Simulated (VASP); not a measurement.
Here is a VASP 6.6.1 calculation.

The input INCAR:

```
PREC = Accurate
ENCUT = 520
EDIFF = 1E-6
ISMEAR = -1
SIGMA = 0.03
LREAL = F
LASPH = T
NELM = 100
ALGO = Normal
ISIF = 2
LWAVE = F
LCHARG = F
GGA = PS
NBANDS = 11
```

File KPOINTS:

```
regular mesh
0
Gamma
  10 10 10
```

POSCAR

```
AlN
1.0
    0.0000000000      2.0225995745      2.0225995745
    2.0225995745      0.0000000000      2.0225995745
    2.0225995745      2.0225995745      0.0000000000
Al N
1 1
Direct
    0.0000000000      0.0000000000      0.0000000000
    0.5000000000      0.5000000000      0.5000000000
```

Potentials or basis: VASP PAW PBE potentials, release 64 (Al, N).

Launch:

```sh
$ cat potpaw_PBE.64/Al/POTCAR potpaw_PBE.64/N/POTCAR > POTCAR
$ mpirun -np 1 vasp_std > vasp.out
```

Task: Estimate the pressure.

Result: -0.1 GPa.

Task: Predict the band gap on the k mesh.

Result: 4.54 eV, indirect (least direct gap 5.65 eV).

Caveat: the PAW data sets were made with another functional, which shifts forces and pressure a little. A k mesh can miss the band edges.
